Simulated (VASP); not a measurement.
# MgS (I4/mmm) in VASP: a series of runs, part 3 of 3

VASP 6.6.1. The steps go on from the part before.

**5. Single point, PBEsol (strain -0.030 along x and y, +0.015 along z)**

The input, INCAR:

```
PREC     = Accurate       # precision mode
ENCUT    = 520            # plane-wave cutoff, eV
EDIFF    = 1E-7           # SCF threshold, eV
ISMEAR   = 0              # smearing method
SIGMA    = 0.05           # smearing width, eV
LREAL    = False          # projectors in reciprocal space
LASPH    = True           # aspherical terms in the spheres
NELM     = 80             # most SCF steps
ALGO     = Normal         # electronic algorithm
ISIF     = 2              # what is computed and relaxed
LWAVE    = False          # write WAVECAR
LCHARG   = False          # write CHGCAR
GGA      = PS             # functional
NBANDS   = 11             # bands
```

The input, KPOINTS:

```
Automatic mesh
0
Gamma
  8 8 8
```

The input, POSCAR:

```
MgS
1.0
    0.0000000000      2.5236005000      2.6406747500
    2.5236005000      0.0000000000      2.6406747500
    2.5236005000      2.5236005000      0.0000000000
Mg S
1 1
Direct
    0.0000000000      0.0000000000      0.0000000000
    0.5000000000      0.5000000000      0.5000000000
```

Potentials or basis: VASP PAW PBE potentials, release 64 (Mg, S).

Run with:

```bash
$ cat potpaw_PBE.64/Mg/POTCAR potpaw_PBE.64/S/POTCAR > POTCAR
$ mpirun -np 1 vasp_std > vasp.out
```

OUTCAR:

```text
PREC = Accurate
   ENCUT = 520
   EDIFF = 1E-7
   ISMEAR = 0
   LREAL = False
   LASPH = True
   NELM = 80
   ISIF = 2
   GGA = PS

 ion  position               nearest neighbor table
   1  0.000  0.000  0.000-   2 2.52   2 2.52   2 2.52   2 2.52   2 2.64   2 2.64
   2  0.500  0.500  0.500-   1 2.52   1 2.52   1 2.52   1 2.52   1 2.64   1 2.64

  LATTYP: Found a body centered tetragonal cell.
 ALAT       =     3.5689100531
 C/A-ratio  =     1.4798214081

  Lattice vectors:

 A1 = (  -2.5236005000,   0.0000000000,   2.6406747500)
 A2 = (   2.5236005000,   0.0000000000,   2.6406747500)
 A3 = (   0.0000000000,   2.5236005000,  -2.6406747500)

Analysis of symmetry for initial positions (statically):
=====================================================================
 Subroutine PRICEL returns:
 Original cell was already a primitive cell.

 Routine SETGRP: Setting up the symmetry group for a
 body centered tetragonal supercell.

 Subroutine GETGRP returns: Found 16 space group operations
 (whereof 16 operations were pure point group operations)
 out of a pool of 16 trial point group operations.

The static configuration has the point symmetry D_4h.

Analysis of symmetry for dynamics (positions and initial velocities):
=====================================================================
 Subroutine PRICEL returns:
 Original cell was already a primitive cell.

 Routine SETGRP: Setting up the symmetry group for a
 body centered tetragonal supercell.

 Subroutine GETGRP returns: Found 16 space group operations
 (whereof 16 operations were pure point group operations)
 out of a pool of 16 trial point group operations.

The dynamic configuration has the point symmetry D_4h.

 Subroutine INISYM returns: Found 16 space group operations
 (whereof 16 operations are pure point group operations),
 and found     1 'primitive' translations

[... 115 lines left out ...]
  volume/ion in A,a.u.               =      16.82       113.49
  Fermi-wavevector in a.u.,A,eV,Ry     =   1.014323  1.916792 13.998360  1.028850
  Thomas-Fermi vector in A             =   2.147543
   LORBIT       =      0    0 simple, 1 ext, 2 COOP (PROOUT), +10 PAW based schemes
   GGA     = PS    functional components
   LHFCALC =     F    Hartree Fock is set to
   AEXX    =    0.0000 exact exchange contribution
   IVDW    =     0    specifies the selected vdW correction
   LEPSILON=     F    determine dielectric tensor
   LRPA    =     F    only Hartree local field effects (RPA)
 non-spin polarized calculation
 Gauss-broadening in eV      SIGMA  =   0.05
  energy-cutoff  :      520.00
  volume of cell :       33.63
 maximum number of plane-waves:       918
   NGX = 13   NGY = 13   NGZ = 13

 number of electron       7.9999999 magnetization

 Free energy of the ion-electron system (eV)
  ---------------------------------------------------
  ext. energy  EPLUGINS =         0.00000000
  ---------------------------------------------------
  free energy    TOTEN  =        -9.04784033 eV

  energy without entropy =       -9.04784033  energy(sigma->0) =       -9.04784033

 E-fermi :   4.4231     XC(G=0): -10.0256

 val. band max:        4.2084979520   @ k =   0.0000   0.0000   0.0000
 cond. band min:       6.8240817485   @ k =   0.5000   0.0000   0.5000
 fundamental gap:      2.6155837965
 Fermi energy:         4.4230944646

 k-point     1 :       0.0000    0.0000    0.0000
  band No.  band energies     occupation
      1      -8.8654      2.00000
      2       4.0321      2.00000
      3       4.0321      2.00000
      4       4.2085      2.00000
      5       8.0533      0.00000
      6      11.6051      0.00000
      7      12.0914      0.00000
      8      12.0914      0.00000
      9      14.1195      0.00000
     10      14.7797      0.00000
     11      16.5176      0.00000
[... 309 lines left out ...]
 k-point    24 :       0.3750    0.0000    0.1250
  band No.  band energies     occupation
      1      -7.7508      2.00000
      2       0.0737      2.00000
      3       3.1207      2.00000
      4       3.1969      2.00000
      5       9.2931      0.00000
      6      10.8796      0.00000
      7      12.0459      0.00000
      8      12.4425      0.00000
      9      15.7187      0.00000
     10      17.0923      0.00000
     11      17.2864      0.00000

 [... further k-points ...]
[... 5 lines left out ...]
  --------------------------------------------------------------------------------------
  -------------------------------------------------------------------------------------
  Total        1.0281966      1.0281966     -0.1700068      0.0000000     -0.0000000      0.0000000
  in kB       48.9779517     48.9779517     -8.0982410      0.0000000     -0.0000000      0.0000000
  external PRESSURE =      29.9525541 kB  Pullay stress =       0.0000000 kB

 VOLUME and BASIS-vectors are now :
 -----------------------------------------------------------------------------
  energy-cutoff  :      520.00
  volume of cell :       33.63
      direct lattice vectors                 reciprocal lattice vectors
     0.000000000  2.523600500  2.640674750    -0.198129617  0.198129617  0.189345545
     2.523600500  0.000000000  2.640674750     0.198129617 -0.198129617  0.189345545
     2.523600500  2.523600500  0.000000000     0.198129617  0.198129617 -0.189345545

 POSITION                                       TOTAL-FORCE (eV/Angst)
 -----------------------------------------------------------------------------------
      0.00000      0.00000      0.00000         0.000000      0.000000      0.000000
      2.52360      2.52360      2.64067         0.000000      0.000000     -0.000000
 -----------------------------------------------------------------------------------
    total drift:                                0.000000      0.000000      0.000000

  FREE ENERGIE OF THE ION-ELECTRON SYSTEM (eV)
  ---------------------------------------------------
  free  energy   TOTEN  =        -9.0478403326 eV

  energy  without entropy=       -9.0478403326  energy(sigma->0) =       -9.04784033
```

Wall time 15 s (1 thread of Intel Xeon 6975P-C, shared host); peak memory 0.17 GiB.

What came out:

```
Free energy            : -9.0478 eV
Pressure               : 3.0 GPa
Band gap on the k mesh : 2.62 eV, indirect (least direct gap 3.84 eV)
```

Levels at points of the mesh, in eV from the valence-band top:
| k point | band 1 | band 2 | band 3 | band 4 | band 5 | band 6 | band 7 | band 8 |
| --- | --- | --- | --- | --- | --- | --- | --- | --- |
| (0.00, 0.00, 0.00) | -13.07 | -0.18 | -0.18 | 0.00 | 3.84 | 7.40 | 7.88 | 7.88 |
| (0.50, 0.00, 0.00) | -11.62 | -5.26 | -0.85 | -0.70 | 4.32 | 6.57 | 7.03 | 10.46 |
| (0.50, 0.50, 0.00) | -11.34 | -4.66 | -1.78 | -1.78 | 2.89 | 4.10 | 11.90 | 12.78 |
| (0.50, 0.00, 0.50) | -11.15 | -4.60 | -2.20 | -1.80 | 2.62 | 3.94 | 12.35 | 12.83 |

Caveat: the cell differs from its parent crystal (strain -0.030 along x and y, +0.015 along z); the PAW data sets were made with another functional, which shifts forces and pressure a little. A k mesh can miss the band edges.

**6. Single point, PBEsol (strain -0.015 along x and y, +0.000 along z)**

The input, INCAR:

```
PREC = Accurate
ENCUT = 520
EDIFF = 1E-7
ISMEAR = 0
SIGMA = 0.05
LREAL = F
LASPH = T
NELM = 80
ALGO = Normal
ISIF = 2
LWAVE = F
LCHARG = F
GGA = PS
NBANDS = 11
```

The input, KPOINTS:

```
regular mesh
0
Gamma
  8 8 8
```

The input, POSCAR:

```
MgS
1.0
    0.0000000000      2.5626252500      2.6016500000
    2.5626252500      0.0000000000      2.6016500000
    2.5626252500      2.5626252500      0.0000000000
Mg S
1 1
Direct
    0.0000000000      0.0000000000      0.0000000000
    0.5000000000      0.5000000000      0.5000000000
```

Potentials or basis: VASP PAW PBE potentials, release 64 (Mg, S).

Run with:

```bash
$ cat potpaw_PBE.64/Mg/POTCAR potpaw_PBE.64/S/POTCAR > POTCAR
$ mpirun -np 1 vasp_std > vasp.out
```

OUTCAR:

```text
PREC = Accurate
   ENCUT = 520
   EDIFF = 1E-7
   ISMEAR = 0
   LREAL = F
   LASPH = T
   NELM = 80
   ISIF = 2
   GGA = PS

 ion  position               nearest neighbor table
   1  0.000  0.000  0.000-   2 2.56   2 2.56   2 2.56   2 2.56   2 2.60   2 2.60
   2  0.500  0.500  0.500-   1 2.56   1 2.56   1 2.56   1 2.56   1 2.60   1 2.60

  LATTYP: Found a body centered tetragonal cell.
 ALAT       =     3.6240993838
 C/A-ratio  =     1.4357498095

  Lattice vectors:

 A1 = (  -2.5626252500,   0.0000000000,   2.6016500000)
 A2 = (   2.5626252500,   0.0000000000,   2.6016500000)
 A3 = (   0.0000000000,   2.5626252500,  -2.6016500000)

Analysis of symmetry for initial positions (statically):
=====================================================================
 Subroutine PRICEL returns:
 Original cell was already a primitive cell.

 Routine SETGRP: Setting up the symmetry group for a
 body centered tetragonal supercell.

 Subroutine GETGRP returns: Found 16 space group operations
 (whereof 16 operations were pure point group operations)
 out of a pool of 16 trial point group operations.

The static configuration has the point symmetry D_4h.

Analysis of symmetry for dynamics (positions and initial velocities):
=====================================================================
 Subroutine PRICEL returns:
 Original cell was already a primitive cell.

 Routine SETGRP: Setting up the symmetry group for a
 body centered tetragonal supercell.

 Subroutine GETGRP returns: Found 16 space group operations
 (whereof 16 operations were pure point group operations)
 out of a pool of 16 trial point group operations.

The dynamic configuration has the point symmetry D_4h.

 Subroutine INISYM returns: Found 16 space group operations
 (whereof 16 operations are pure point group operations),
 and found     1 'primitive' translations

----------------------------------------------------------------------------------------
[... 115 lines left out ...]
  Fermi-wavevector in a.u.,A,eV,Ry     =   1.008994  1.906722 13.851661  1.018068
  Thomas-Fermi vector in A             =   2.141895
   LORBIT       =      0    0 simple, 1 ext, 2 COOP (PROOUT), +10 PAW based schemes
   GGA     = PS    functional components
   LHFCALC =     F    Hartree Fock is set to
   AEXX    =    0.0000 exact exchange contribution
   IVDW    =     0    specifies the selected vdW correction
   LEPSILON=     F    determine dielectric tensor
   LRPA    =     F    only Hartree local field effects (RPA)
 non-spin polarized calculation
 Gauss-broadening in eV      SIGMA  =   0.05
  energy-cutoff  :      520.00
  volume of cell :       34.17
 maximum number of plane-waves:       934
   NGX = 13   NGY = 13   NGZ = 13

 number of electron       7.9999999 magnetization

 Free energy of the ion-electron system (eV)
  ---------------------------------------------------
  ext. energy  EPLUGINS =         0.00000000
  ---------------------------------------------------
  free energy    TOTEN  =        -9.07091748 eV

  energy without entropy =       -9.07091748  energy(sigma->0) =       -9.07091748

 E-fermi :   4.2247     XC(G=0):  -9.9619

 val. band max:        3.9916401250   @ k =   0.0000   0.0000   0.0000
 cond. band min:       6.6899562468   @ k =   0.5000   0.0000   0.5000
 fundamental gap:      2.6983161217
 Fermi energy:         4.2247258833

 k-point     1 :       0.0000    0.0000    0.0000
  band No.  band energies     occupation
      1      -8.9113      2.00000
      2       3.9279      2.00000
      3       3.9279      2.00000
      4       3.9916      2.00000
      5       7.7829      0.00000
      6      11.6781      0.00000
      7      11.8379      0.00000
      8      11.8379      0.00000
      9      14.1844      0.00000
     10      14.4011      0.00000
     11      16.3186      0.00000
[... 309 lines left out ...]
 k-point    24 :       0.3750   -0.0000    0.1250
  band No.  band energies     occupation
      1      -7.8386      2.00000
      2       0.0182      2.00000
      3       2.9819      2.00000
      4       3.0938      2.00000
      5       9.1616      0.00000
      6      10.6018      0.00000
      7      11.9513      0.00000
      8      12.2671      0.00000
      9      15.4721      0.00000
     10      16.8374      0.00000
     11      16.9748      0.00000

 [... further k-points ...]
[... 5 lines left out ...]
  --------------------------------------------------------------------------------------
  -------------------------------------------------------------------------------------
  Total        0.4060944      0.4060944      0.0191563      0.0000000      0.0000000     -0.0000000
  in kB       19.0409475     19.0409475      0.8981996      0.0000000      0.0000000     -0.0000000
  external PRESSURE =      12.9933649 kB  Pullay stress =       0.0000000 kB

 VOLUME and BASIS-vectors are now :
 -----------------------------------------------------------------------------
  energy-cutoff  :      520.00
  volume of cell :       34.17
      direct lattice vectors                 reciprocal lattice vectors
     0.000000000  2.562625250  2.601650000    -0.195112415  0.195112415  0.192185728
     2.562625250  0.000000000  2.601650000     0.195112415 -0.195112415  0.192185728
     2.562625250  2.562625250  0.000000000     0.195112415  0.195112415 -0.192185728

 POSITION                                       TOTAL-FORCE (eV/Angst)
 -----------------------------------------------------------------------------------
      0.00000      0.00000      0.00000         0.000000     -0.000000      0.000000
      2.56263      2.56263      2.60165        -0.000000      0.000000     -0.000000
 -----------------------------------------------------------------------------------
    total drift:                                0.000000      0.000000      0.000000

  FREE ENERGIE OF THE ION-ELECTRON SYSTEM (eV)
  ---------------------------------------------------
  free  energy   TOTEN  =        -9.0709174764 eV

  energy  without entropy=       -9.0709174764  energy(sigma->0) =       -9.07091748
```

Run time: 16 s. Hardware: 1 thread of Intel Xeon 6975P-C, shared host; peak memory 0.17 GiB.

What came out:

```
Free energy            : -9.0709 eV
Pressure               : 1.3 GPa
Band gap on the k mesh : 2.70 eV, indirect (least direct gap 3.79 eV)
```

Caveat: the cell differs from its parent crystal (strain -0.015 along x and y, +0.000 along z); the PAW data sets were made with another functional, which shifts forces and pressure a little. A k mesh can miss the band edges.

**7. The runs side by side**

```csv
cell,gap on the mesh (eV),pressure (GPa)
"a = 3.597, b = 3.597, c = 3.624 Å, angles 59.7, 59.7, 60.5°, 2 atoms",2.75,4.0
"a = 3.681, b = 3.681, c = 3.569 Å, angles 61.0, 61.0, 58.0°, 2 atoms",2.54,2.0
"a = 3.625, b = 3.625, c = 3.679 Å, angles 59.5, 59.5, 61.0°, 2 atoms",2.62,1.4
"a = 3.653, b = 3.653, c = 3.569 Å, angles 60.8, 60.8, 58.5°, 2 atoms",2.62,3.0
"a = 3.652, b = 3.652, c = 3.624 Å, angles 60.3, 60.3, 59.5°, 2 atoms",2.70,1.3
```

Alike in all rows: task single point; level PBEsol; potentials or basis VASP PAW PBE potentials, release 64 (Mg, S); no spin polarisation; k mesh 8 × 8 × 8; cutoff (eV) 520; smearing gaussian 0.05 eV.

Caveats: the PAW data sets were made with another functional, which shifts forces and pressure a little.

Absolute energies hang on the potentials; compare differences alone.
